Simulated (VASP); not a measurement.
Runs of VASP 6.6.1 on GaS3. The structure is that of space group Im-3m (No. 229), or close to it. The cells are those of the table. 

| task | cell | k mesh | cutoff (eV) | gap on the mesh (eV) | pressure (GPa) | relaxed volume (Å³/atom) |
| --- | --- | --- | --- | --- | --- | --- |
| relaxation of cell and atoms | relaxed from a = 4.525 Å, angles 109.5°, 4 atoms | 6 × 6 × 6 | 600 | none | 0.3 | (a) |
| relaxation of cell and atoms | relaxed from a = 5.090 Å, angles 109.5°, 4 atoms | 4 × 4 × 4 | 600 | none | -0.2 | 17.88 |
| single point | a = 4.492 Å, angles 109.5°, 4 atoms | 6 × 6 × 6 | 520 | none | -0.2 | - |
| single point | a = 4.498 Å, angles 109.5°, 4 atoms | 12 × 12 × 12 | 520 | none | 0.0 | - |
| relaxation of cell and atoms | relaxed from a = 4.492 Å, angles 109.5°, 4 atoms | 12 × 12 × 12 | 600 | none | -0.1 | 17.53 |
| single point | a = 5.090 Å, angles 109.5°, 4 atoms | 4 × 4 × 4 | 520 | none | -10.9 | - |
| single point | a = 4.525 Å, angles 109.5°, 4 atoms | 4 × 4 × 4 | 520 | none | 0.0 | - |

Alike in all rows: level PBE; potentials or basis VASP PAW PBE potentials, release 64 (Ga_d, S); no spin polarisation; smearing gaussian 0.1 eV.

Task: Fill in the values left out.

Result: (a) 17.30.

Caveats: some runs use coarse meshes; the volume moved by over 15 % at a fixed basis, so the end points are rough (some runs).

A k mesh can miss the band edges, and the runs leave out spin-orbit coupling on Ga.

A gap of «none» marks levels without a gap at the run's occupations.
